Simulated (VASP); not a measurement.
S, 1 atom in the cell. It takes space group Pm-3m (No. 221, cubic). Conventional cell: a = 2.216 Å, b = 2.216 Å, c = 2.216 Å, α = 90.00°, β = 90.00°, γ = 90.00°. Within 2.9 Å of S (site symmetry m-3m) lie 6 S at 2.22 Å. This isn't the form of S at room conditions, which is orthorhombic, of S8 rings.

```yaml
Program: VASP 6.6.1
Task: relaxation of cell and atoms
Functional: PBEsol
Potentials_or_basis: VASP PAW PBE potentials, release 64 (S)
Cutoff: 600 eV
k_mesh: 16 × 16 × 16
Occupations: fermi-dirac, width 0.1 eV
Spin: no spin polarisation
Target_pressure: 69 GPa
Dipole_correction: no
Further_INCAR_settings: ALGO = Normal; EDIFF = 1e-06; IBRION = 2; EDIFFG = -0.005; NSW = 60; ISIF = 3
```

Potentials or basis: VASP PAW PBE potentials, release 64 (S).

Command:

```sh
$ cat potpaw_PBE.64/S/POTCAR > POTCAR
$ mpirun -np 1 vasp_std > vasp.out
```

Hardware: 1 thread of AMD EPYC 7R13 (shared host).

**Question.** Estimate the wall time of this run.

**Answer.** Wall time 27 s on 1 thread of AMD EPYC 7R13, with other jobs on the host, peak memory 0.09 GiB. Counts: scf iterations 22, k points 165, ion steps 3.
